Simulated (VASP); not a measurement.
A run of VASP 6.6.1 is set up as follows.

File INCAR:

```
SYSTEM = AgCl
PREC = Accurate
ENCUT = 400
EDIFF = 1E-6
ISMEAR = 0
SIGMA = 0.1
LREAL = .FALSE.
LASPH = .TRUE.
NELM = 120
ALGO = Normal
ISIF = 2
LWAVE = .FALSE.
LCHARG = .FALSE.
GGA = PE
NBANDS = 16
GGA_COMPAT = .FALSE.
```

Contents of KPOINTS:

```
Automatic mesh
0
G
  3 3 3
  0 0 0
```

POSCAR

```
AgCl
1.0
    3.4339730000      0.0000000000      0.0000000000
    0.0000000000      3.4339730000      0.0000000000
    0.0000000000      0.0000000000      3.4339730000
Ag Cl
1 1
Direct
   -0.0020739825     -0.0017903461     -0.0013436332
    0.5063112028      0.5054471890      0.5040881218
```

Potentials or basis: VASP PAW PBE potentials, release 64 (Ag, Cl).

Run with:

```console
$ cat potpaw_PBE.64/Ag/POTCAR potpaw_PBE.64/Cl/POTCAR > POTCAR
$ mpirun -np 1 vasp_std > vasp.out
```

Q: Estimate the largest force.

A: 0.003 eV/Å.

Q: Predict the pressure.

A: 0.1 GPa.

Q: Predict the band gap on the k mesh.

A: 0.82 eV (least direct gap 2.02 eV).

Forces in eV/Å, atoms in the order of the input:
```
Ag   0.002  0.002  0.001
Cl  -0.002 -0.002 -0.001
```

Caveat: the k points lie up to 0.61 Å⁻¹ apart. A k mesh can miss the band edges.
